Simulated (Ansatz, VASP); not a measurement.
## One calculation of ZnF2, two programs

The input POSCAR:

```
ZnF2
1.0
    4.7033667425      0.0000000000      0.0000000000
    0.0000000000      4.7033667425      0.0000000000
    0.0000000000      0.0000000000      3.1267876133
Zn F
2 4
Direct
    0.0000000000      0.0000000000      0.0000000000
    0.5000000000      0.5000000000      0.5000000000
    0.3031909069      0.3031909069      0.0000000000
    0.1968090931      0.8031909069      0.5000000000
    0.8031909069      0.1968090931      0.5000000000
    0.6968090931      0.6968090931      0.0000000000
```

File INCAR.step1:

```
PREC = Accurate
ENCUT = 660
ISMEAR = 0
SIGMA = 0.01
LREAL = F
LASPH = T
NELM = 120
NBANDS = 35
GGA = PE
ALGO = Normal
EDIFF = 1E-5
LWAVE = T
LCHARG = F
GGA_COMPAT = F
```

File INCAR.step2:

```
PREC = Accurate
ENCUT = 660
EDIFF = 1E-6
ISMEAR = 0
SIGMA = 0.01
LREAL = F
LASPH = T
NELM = 120
ALGO = Normal
ISIF = 2
LWAVE = F
LCHARG = T
METAGGA = R2SCAN
LMIXTAU = T
LELF = T
LVHAR = T
NBANDS = 35
ISTART = 1
GGA_COMPAT = F
```

File KPOINTS:

```
Automatic mesh
0
Gamma
  6 6 8
```

Input for Ansatz:

```yaml
crystal:
  lattice:
    - [4.7033667425, 0.0, 0.0]
    - [0.0, 4.7033667425, 0.0]
    - [0.0, 0.0, 3.1267876133]
  atoms:
    - { symbol: Zn, position: [0.0, 0.0, 0.0] }
    - { symbol: Zn, position: [0.5, 0.5, 0.5] }
    - { symbol: F, position: [0.3031909069, 0.3031909069, 0.0] }
    - { symbol: F, position: [0.1968090931, 0.8031909069, 0.5] }
    - { symbol: F, position: [0.8031909069, 0.1968090931, 0.5] }
    - { symbol: F, position: [0.6968090931, 0.6968090931, 0.0] }
kpoints:
  mp_grid: { grid: [6, 6, 8] }
  band_path:
    path:
      - [0.0, 0.0, 0.0]
      - [0.0, 0.5, 0.0]
      - [0.5, 0.5, 0.0]
      - [0.0, 0.0, 0.5]
      - [0.0, 0.5, 0.5]
      - [0.5, 0.5, 0.5]
    npoints: 1
hamiltonian:
  xc: r2scan
scf:
  occupations: { method: fixed }
  n_extra_bands: 5
output:
  forces: true
  stress: true
  eigenvalues: true
```

Alike in both runs: task single point; functional r2SCAN; k mesh 6 × 6 × 8; no spin polarisation.

```csv
,VASP,Ansatz
version,VASP 6.6.1,Ansatz 0.2.0
potentials or method,"VASP PAW PBE potentials, release 64 (Zn, F)","plane waves, PAW"
plane-wave cutoff (eV),660,500
occupations,"gaussian, width 0.01 eV",fixed
valence electrons in the cell,52,52
```

|  | VASP | Ansatz | Ansatz less VASP |
| --- | --- | --- | --- |
| gap on the k mesh at the Fermi level (eV) | 4.22 | 4.28 | +0.059 |
| pressure (GPa) | 0.3 | 0.0 | -0.33 |
| traceless stress, the component that is largest in VASP (GPa) | 0.16 | 0.00 | -0.164 |
| rms of the force components (eV/Å) | 0.007 | 0.000 | -0.0068 |

VASP's potentials were made for PBE, not for r2SCAN. Atom by atom the forces differ by 0.007 eV/Å (rms over components).
